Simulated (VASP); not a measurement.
Wanted: the native input for a VASP 6.6.1 run.

| Quantity | Value |
| --- | --- |
| Task | single point |
| Functional | HSE06 |
| Potentials or basis | VASP PAW PBE potentials, release 64 (Si) |
| Cutoff | 520 eV |
| k mesh | 6 × 6 × 6 |
| Occupations | fermi-dirac, width 0.02 eV |
| Spin | no spin polarisation |
| Dipole correction | no |
| Grid for exact exchange (PRECFOCK) | Normal |
| Further INCAR settings | ALGO = Normal; EDIFF = 1e-06; NBANDS = 11 |
| Share of exact exchange | 0.25 |
| Screening parameter | 0.2079 1/Å |

The system is Si.

```
Si
1.0
    -0.09074    2.63138    2.63138
     2.63138   -0.09074    2.63138
     2.63138    2.63138   -0.09074
Si
2
Cartesian
  -0.0136 -0.0136 -0.0136
  1.3066 1.3066 1.3066
```

This cell differs from its parent crystal: strain along [111] -5.0%.

These files were run (other wordings do the same):

POSCAR

```
Si
1.0
   -0.0907372965      2.6313815992      2.6313815992
    2.6313815992     -0.0907372965      2.6313815992
    2.6313815992      2.6313815992     -0.0907372965
Si
2
Direct
   -0.0026359004     -0.0026359004     -0.0026359004
    0.2526359004      0.2526359004      0.2526359004
```

INCAR.step1

```
ALGO     = Normal         # electronic algorithm
EDIFF    = 1E-5           # SCF threshold, eV
ENCUT    = 520            # plane-wave cutoff, eV
GGA      = PE             # functional
ISIF     = 2              # what is computed and relaxed
ISMEAR   = -1             # smearing method
LASPH    = True           # aspherical terms in the spheres
LREAL    = False          # projectors in reciprocal space
LWAVE    = True           # write WAVECAR
NBANDS   = 11             # bands
NELM     = 100            # most SCF steps
PREC     = Accurate       # precision mode
SIGMA    = 0.02           # smearing width, eV
```

INCAR.step2

```
ALGO     = Normal         # electronic algorithm
EDIFF    = 1E-6           # SCF threshold, eV
ENCUT    = 520            # plane-wave cutoff, eV
GGA      = PE             # functional
HFSCREEN = 0.2079         # screening, 1/A
ISIF     = 2              # what is computed and relaxed
ISMEAR   = -1             # smearing method
ISTART   = 1            
LASPH    = True           # aspherical terms in the spheres
LCHARG   = True           # write CHGCAR
LELF     = True           # ELF
LHFCALC  = True           # exact exchange
LREAL    = False          # projectors in reciprocal space
LVHAR    = True         
LWAVE    = False          # write WAVECAR
NBANDS   = 11             # bands
NELM     = 100            # most SCF steps
PREC     = Accurate       # precision mode
PRECFOCK = Normal       
SIGMA    = 0.02           # smearing width, eV
```

KPOINTS

```
k-points
0
Gamma
  6 6 6
```

Potentials or basis: VASP PAW PBE potentials, release 64 (Si).

Run with:

```console
$ cat potpaw_PBE.64/Si/POTCAR > POTCAR
$ cp INCAR.step1 INCAR
$ mpirun -np 1 vasp_std > vasp.out
$ cp INCAR.step2 INCAR
$ mpirun -np 1 vasp_std > vasp.out
```

It gave:

| Quantity | Value |
| --- | --- |
| Pressure | 4.9 GPa |
| Largest force | 0.003 eV/Å |
| Band gap on the k mesh | 0.57 eV (least direct gap 2.79 eV) |

Caveat: the cell differs from its parent crystal (strain along [111] -5.0%); the cell stands under pressure; the PAW data sets were made with another functional, which shifts forces and pressure a little.

It took 40 min on 1 thread of Intel Xeon 8259CL (shared host), peak memory 0.27 GiB.
